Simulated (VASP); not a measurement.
# NaH (Fm-3m) in VASP: notebook

The runs below take NaH through single point, with PBEsol.

Everything below comes from runs of VASP 6.6.1. Logs are shortened: lines on timing, memory, paths and dates and some standing lists are left out, and cuts for length are marked.

## (1) The cell of the first run

It takes space group Fm-3m (No. 225, cubic). Conventional cell: a = 4.287 Å, b = 4.287 Å, c = 4.287 Å, α = 90.00°, β = 90.00°, γ = 90.00°. Na (site symmetry m-3m) has 6 H at 2.14 Å within 2.8 Å. Within 2.8 Å of H (site symmetry m-3m) lie 6 Na at 2.14 Å.

## (2) Single point, PBEsol

File INCAR:

```
PREC = Accurate
ENCUT = 520
EDIFF = 1E-6
ISMEAR = 0
SIGMA = 0.01
LREAL = False
LASPH = True
NELM = 100
ALGO = Normal
ISIF = 2
LWAVE = False
LCHARG = True
GGA = PS
LELF = True
LVHAR = True
NBANDS = 11
```

File KPOINTS:

```
Automatic mesh
0
Gamma
  8 8 8
```

File POSCAR:

```
NaH
1.0
    0.0000000000      2.1435066665      2.1435066665
    2.1435066665      0.0000000000      2.1435066665
    2.1435066665      2.1435066665      0.0000000000
Na H
1 1
Direct
    0.0000000000      0.0000000000      0.0000000000
    0.5000000000      0.5000000000      0.5000000000
```

Potentials or basis: VASP PAW PBE potentials, release 64 (Na_pv, H).

Run with:

```sh
$ cat potpaw_PBE.64/Na_pv/POTCAR potpaw_PBE.64/H/POTCAR > POTCAR
$ mpirun -np 1 vasp_std > vasp.out
```

OUTCAR:

```text
PREC = Accurate
   ENCUT = 520
   EDIFF = 1E-6
   ISMEAR = 0
   LREAL = False
   LASPH = True
   NELM = 100
   ISIF = 2
   GGA = PS

 ion  position               nearest neighbor table
   1  0.000  0.000  0.000-
   2  0.500  0.500  0.500-

  LATTYP: Found a face centered cubic cell.
 ALAT       =     4.2870133330

  Lattice vectors:

 A1 = (   0.0000000000,   2.1435066665,   2.1435066665)
 A2 = (   2.1435066665,   0.0000000000,   2.1435066665)
 A3 = (   2.1435066665,   2.1435066665,   0.0000000000)

Analysis of symmetry for initial positions (statically):
=====================================================================
 Subroutine PRICEL returns:
 Original cell was already a primitive cell.

 Routine SETGRP: Setting up the symmetry group for a
 face centered cubic supercell.

 Subroutine GETGRP returns: Found 48 space group operations
 (whereof 48 operations were pure point group operations)
 out of a pool of 48 trial point group operations.

The static configuration has the point symmetry O_h .

Analysis of symmetry for dynamics (positions and initial velocities):
=====================================================================
 Subroutine PRICEL returns:
 Original cell was already a primitive cell.

 Routine SETGRP: Setting up the symmetry group for a
 face centered cubic supercell.

 Subroutine GETGRP returns: Found 48 space group operations
 (whereof 48 operations were pure point group operations)
 out of a pool of 48 trial point group operations.

The dynamic configuration has the point symmetry O_h .

 Subroutine INISYM returns: Found 48 space group operations
 (whereof 48 operations are pure point group operations),
 and found     1 'primitive' translations

----------------------------------------------------------------------------------------

                                     Primitive cell

  volume of cell :      19.6972

  direct lattice vectors                    reciprocal lattice vectors
     0.000000000  2.143506666  2.143506666    -0.233262629  0.233262629  0.233262629
     2.143506666  0.000000000  2.143506666     0.233262629 -0.233262629  0.233262629
     2.143506666  2.143506666  0.000000000     0.233262629  0.233262629 -0.233262629

  length of vectors
     3.031376199  3.031376199  3.031376199     0.404022725  0.404022725  0.404022725

  position of ions in fractional coordinates (direct lattice)
     0.000000000  0.000000000  0.000000000
     0.500000000  0.500000000  0.500000000

  ion indices of the primitive-cell ions
   primitive index   ion index
[... 77 lines left out ...]
   NSW    =      0    number of steps for IOM
   IBRION =     -1    ionic relax: 0-MD 1-quasi-New 2-CG
   NFREE  =      0    steps in history (QN), initial steepest desc. (CG)
   ISIF   =      2    stress and relaxation
   ISYM   =      2    0-nonsym 1-usesym 2-fastsym
   POTIM  = 0.5000    time-step for ionic-motion
   TEBEG  =    0.0;   TEEND  =   0.0 temperature during run
   PSTRESS=    0.0 pullay stress
   NELECT =       8.0000    total number of electrons
   NUPDOWN=      -1.0000    fix difference up-down
   EMIN   =  10.00;   EMAX   =-10.00  energy-range for DOS
   EFERMI =   0.00;   METHOD = LEGACY
   ISMEAR =     0;   SIGMA  =   0.01  broadening in eV -4-tet -1-fermi 0-gaus
   EFERMI_NEDOS =   21; number of points for ismear=-14 and -15
   IALGO  =     38    algorithm
   IMIX   =      4    mixing-type and parameters
     AMIX     =   0.40;   BMIX     =  1.00
     AMIX_MAG =   1.60;   BMIX_MAG =  1.00
  volume/ion in A,a.u.               =       9.85        66.46
  Fermi-wavevector in a.u.,A,eV,Ry     =   1.212374  2.291055 19.998537  1.469851
  Thomas-Fermi vector in A             =   2.347860
   LORBIT       =      0    0 simple, 1 ext, 2 COOP (PROOUT), +10 PAW based schemes
   GGA     = PS    functional components
   LHFCALC =     F    Hartree Fock is set to
   AEXX    =    0.0000 exact exchange contribution
   IVDW    =     0    specifies the selected vdW correction
   LEPSILON=     F    determine dielectric tensor
   LRPA    =     F    only Hartree local field effects (RPA)
 non-spin polarized calculation
 Gauss-broadening in eV      SIGMA  =   0.01
  energy-cutoff  :      520.00
  volume of cell :       19.70
 maximum number of plane-waves:       544
 NGX is ok and might be reduce to    24
   NGX = 11   NGY = 11   NGZ = 11

 number of electron       7.9999997 magnetization

 Free energy of the ion-electron system (eV)
  ---------------------------------------------------
  ext. energy  EPLUGINS =         0.00000000
  ---------------------------------------------------
  free energy    TOTEN  =        -4.80038356 eV

  energy without entropy =       -4.80038356  energy(sigma->0) =       -4.80038356

 E-fermi :   0.3929     XC(G=0):  -9.2162

 val. band max:        0.3258353621   @ k =  -0.2500   0.5000   0.2500
 cond. band min:       4.4970589356   @ k =   0.5000   0.0000   0.0000
 fundamental gap:      4.1712235735
 Fermi energy:         0.3928539007

 k-point     1 :       0.0000    0.0000    0.0000
  band No.  band energies     occupation
      1     -21.1812      2.00000
      2     -21.1812      2.00000
      3     -21.1812      2.00000
      4      -4.5168      2.00000
      5      14.3546      0.00000
      6      18.5739      0.00000
      7      18.5739      0.00000
      8      18.5739      0.00000
      9      20.5911      0.00000
     10      20.5911      0.00000
     11      20.5913      0.00000
[... 309 lines left out ...]
 k-point    24 :      -0.3750    0.2500    0.1250
  band No.  band energies     occupation
      1     -21.4419      2.00000
      2     -21.2898      2.00000
      3     -21.2383      2.00000
      4      -0.2612      2.00000
      5       5.4812      0.00000
      6       9.4541      0.00000
      7      13.7525      0.00000
      8      18.9478      0.00000
      9      20.0066      0.00000
     10      24.0628      0.00000
     11      26.7717      0.00000

 [... further k-points ...]
[... 5 lines left out ...]
  --------------------------------------------------------------------------------------
  -------------------------------------------------------------------------------------
  Total        1.8538077      1.8538077      1.8538077      0.0000000     -0.0000000     -0.0000000
  in kB      150.7893805    150.7893805    150.7893805      0.0000000     -0.0000000     -0.0000000
  external PRESSURE =     150.7893805 kB  Pullay stress =       0.0000000 kB

 VOLUME and BASIS-vectors are now :
 -----------------------------------------------------------------------------
  energy-cutoff  :      520.00
  volume of cell :       19.70
      direct lattice vectors                 reciprocal lattice vectors
     0.000000000  2.143506666  2.143506666    -0.233262629  0.233262629  0.233262629
     2.143506666  0.000000000  2.143506666     0.233262629 -0.233262629  0.233262629
     2.143506666  2.143506666  0.000000000     0.233262629  0.233262629 -0.233262629

 POSITION                                       TOTAL-FORCE (eV/Angst)
 -----------------------------------------------------------------------------------
      0.00000      0.00000      0.00000         0.000000     -0.000000     -0.000000
      2.14351      2.14351      2.14351        -0.000000      0.000000      0.000000
 -----------------------------------------------------------------------------------
    total drift:                                0.000000     -0.000000     -0.000000

  FREE ENERGIE OF THE ION-ELECTRON SYSTEM (eV)
  ---------------------------------------------------
  free  energy   TOTEN  =        -4.8003835586 eV

  energy  without entropy=       -4.8003835586  energy(sigma->0) =       -4.80038356
```

OSZICAR:

```text
N       E                     dE             d eps       ncg     rms          rms(c)
DAV:   1     0.367682396392E+02    0.36768E+02   -0.47400E+03   644   0.836E+02
DAV:   2    -0.417318161951E+01   -0.40941E+02   -0.40319E+02   662   0.196E+02
DAV:   3    -0.525449305902E+01   -0.10813E+01   -0.10802E+01   765   0.313E+01
DAV:   4    -0.525923067265E+01   -0.47376E-02   -0.47372E-02   759   0.208E+00
DAV:   5    -0.525925596648E+01   -0.25294E-04   -0.25293E-04   736   0.152E-01    0.339E+00
DAV:   6    -0.491222353777E+01    0.34703E+00   -0.27546E-01   767   0.436E+00    0.166E+00
DAV:   7    -0.479927936793E+01    0.11294E+00   -0.28555E-01   732   0.305E+00    0.307E-01
DAV:   8    -0.480026921471E+01   -0.98985E-03   -0.67157E-03   755   0.118E+00    0.980E-02
DAV:   9    -0.480039913517E+01   -0.12992E-03   -0.41468E-04   734   0.239E-01    0.202E-02
DAV:  10    -0.480038318297E+01    0.15952E-04   -0.36980E-05   722   0.539E-02    0.241E-03
DAV:  11    -0.480038355864E+01   -0.37567E-06   -0.11583E-06   687   0.654E-03
   1 F= -.48003836E+01 E0= -.48003836E+01  d E =-.206081E-23
```

It took 5.3 s on 1 thread of Intel Xeon Platinum 8175M at 2.50GHz (Skylake/Cascade Lake), shared host; peak memory 0.13 GiB.

What came out:

```yaml
Free_energy: -4.8004 eV
Pressure: 15.1 GPa
Band_gap_on_the_k_mesh: 4.17 eV, indirect (least direct gap 5.20 eV)
```

Caveat: the PAW data sets were made with another functional, which shifts forces and pressure a little. PBEsol gaps usually lie below the measured ones, often by a third to a half.

## (3) Single point, PBEsol

This run uses another cell than the first one, of 11.26 Å³/atom, 1.143 times its volume.

File INCAR:

```
PREC = Accurate
ENCUT = 520
EDIFF = 1E-7
ISMEAR = 0
SIGMA = 0.01
LREAL = F
LASPH = T
NELM = 60
ALGO = Normal
ISIF = 2
LWAVE = F
LCHARG = F
GGA = PS
NBANDS = 11
```

File KPOINTS:

```
regular mesh
0
Gamma
  8 8 8
```

File POSCAR:

```
NaH
1.0
    0.0000000000      2.2410442546      2.2410442546
    2.2410442546      0.0000000000      2.2410442546
    2.2410442546      2.2410442546      0.0000000000
Na H
1 1
Direct
    0.0000000000      0.0000000000      0.0000000000
    0.5000000000      0.5000000000      0.5000000000
```

Potentials or basis: VASP PAW PBE potentials, release 64 (Na_pv, H).

Run with:

```sh
$ cat potpaw_PBE.64/Na_pv/POTCAR potpaw_PBE.64/H/POTCAR > POTCAR
$ mpirun -np 1 vasp_std > vasp.out
```

Wall time 5 s (1 thread of Intel Xeon Platinum 8175M at 2.50GHz (Skylake/Cascade Lake), shared host); peak memory 0.13 GiB.

It converged, with:

```
Free energy            : -4.9901 eV
Pressure               : 7.0 GPa
Band gap on the k mesh : 3.93 eV, indirect (least direct gap 4.93 eV)
```

Levels at points of the mesh, in eV from the valence-band top:
```csv
k point,band 1,band 2,band 3,band 4,band 5,band 6,band 7,band 8
"(0.00, 0.00, 0.00)",-21.66,-21.66,-21.66,-4.41,12.57,17.14,17.14,17.14
"(0.50, 0.00, 0.00)",-21.87,-21.68,-21.68,-1.00,3.93,12.28,14.68,14.68
"(0.50, 0.50, 0.00)",-21.84,-21.73,-21.73,-0.25,4.89,10.61,11.99,11.99
```

Caveat: the PAW data sets were made with another functional, which shifts forces and pressure a little.

## (4) Single point, PBEsol

This run uses another cell than the first one, of 10.63 Å³/atom, 1.080 times its volume.

File INCAR:

```
SYSTEM = NaH
PREC = Accurate
ENCUT = 520
EDIFF = 1E-6
ISMEAR = 0
SIGMA = 0.01
LREAL = .FALSE.
LASPH = .TRUE.
NELM = 100
ALGO = Normal
ISIF = 2
LWAVE = .FALSE.
LCHARG = .FALSE.
GGA = PS
NBANDS = 11
```

File KPOINTS:

```
Automatic mesh
0
G
  8 8 8
  0 0 0
```

File POSCAR:

```
NaH
1.0
    0.0000000000      2.1989746742      2.1989746742
    2.1989746742      0.0000000000      2.1989746742
    2.1989746742      2.1989746742      0.0000000000
Na H
1 1
Direct
    0.0000000000      0.0000000000      0.0000000000
    0.5000000000      0.5000000000      0.5000000000
```

Run with:

```sh
$ cat potpaw_PBE.64/Na_pv/POTCAR potpaw_PBE.64/H/POTCAR > POTCAR
$ mpirun -np 1 vasp_std > vasp.out
```

Run time: 4.7 s. Hardware: 1 thread of Intel Xeon Platinum 8175M at 2.50GHz (Skylake/Cascade Lake), shared host; peak memory 0.13 GiB.

It converged, with:

| Item | Value |
| --- | --- |
| Free energy | -4.9234 eV |
| Pressure | 10.0 GPa |
| Band gap on the k mesh | 4.03 eV, indirect (least direct gap 5.04 eV) |

Levels at points of the mesh, in eV from the valence-band top:
```
           k point  band 1  band 2  band 3  band 4  band 5  band 6  band 7  band 8
(0.00, 0.00, 0.00)  -21.59  -21.59  -21.59   -4.59   13.18   17.60   17.60   17.60
(0.50, 0.00, 0.00)  -21.84  -21.62  -21.62   -1.01    4.03   12.73   15.07   15.07
(0.50, 0.50, 0.00)  -21.80  -21.67  -21.67   -0.27    5.03   10.82   12.40   12.40
```

Caveat: the PAW data sets were made with another functional, which shifts forces and pressure a little. A k mesh can miss the band edges.

## (5) The runs side by side

```tsv
cell	gap on the mesh (eV)	pressure (GPa)
a = 3.031 Å, angles 60.0°, 2 atoms	4.17	15.1
a = 3.169 Å, angles 60.0°, 2 atoms	3.93	7.0
a = 3.110 Å, angles 60.0°, 2 atoms	4.03	10.0
```

Alike in all rows: task single point; level PBEsol; potentials or basis VASP PAW PBE potentials, release 64 (Na_pv, H); no spin polarisation; k mesh 8 × 8 × 8; cutoff (eV) 520; smearing gaussian 0.01 eV.

Caveats: the PAW data sets were made with another functional, which shifts forces and pressure a little.

Absolute energies hang on the potentials; compare differences alone.
